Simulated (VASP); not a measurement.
HfB2, 3 atoms in the cell. The structure is hexagonal, space group P6/mmm (No. 191). The conventional cell has a = 3.108 Å, b = 3.108 Å, c = 3.427 Å, α = 90.00°, β = 90.00°, γ = 120.00°. Within 3.3 Å of Hf (site symmetry 6/mmm) lie 12 B at 2.48 Å and 6 Hf at 3.11 Å. Within 2.4 Å of B (site symmetry -6m2) lie 3 B at 1.79 Å. 

| Item | Value |
| --- | --- |
| Program | VASP 6.6.1 |
| Task | single point |
| Functional | PBEsol |
| Potentials or basis | VASP PAW PBE potentials, release 64 (Hf_pv, B) |
| Cutoff | 520 eV |
| k mesh | 10 × 10 × 8 |
| Occupations | fermi-dirac, width 0.05 eV |
| Spin | no spin polarisation |
| Dipole correction | no |
| Further INCAR settings | ALGO = Normal; EDIFF = 1e-06; NBANDS = 15 |

Potentials or basis: VASP PAW PBE potentials, release 64 (Hf_pv, B).

The run is started by

```bash
$ cat potpaw_PBE.64/Hf_pv/POTCAR potpaw_PBE.64/B/POTCAR > POTCAR
$ mpirun -np 1 vasp_std > vasp.out
```

Hardware: 1 thread of Intel(R) Xeon(R) 6975P-C (Granite Rapids), on a shared host.

Question: How long does it take, and how much memory?

Answer: Wall time 11 s on 1 thread of Intel(R) Xeon(R) 6975P-C (Granite Rapids) (shared host), peak memory 0.16 GiB. Counts: scf iterations 13, k points 70.
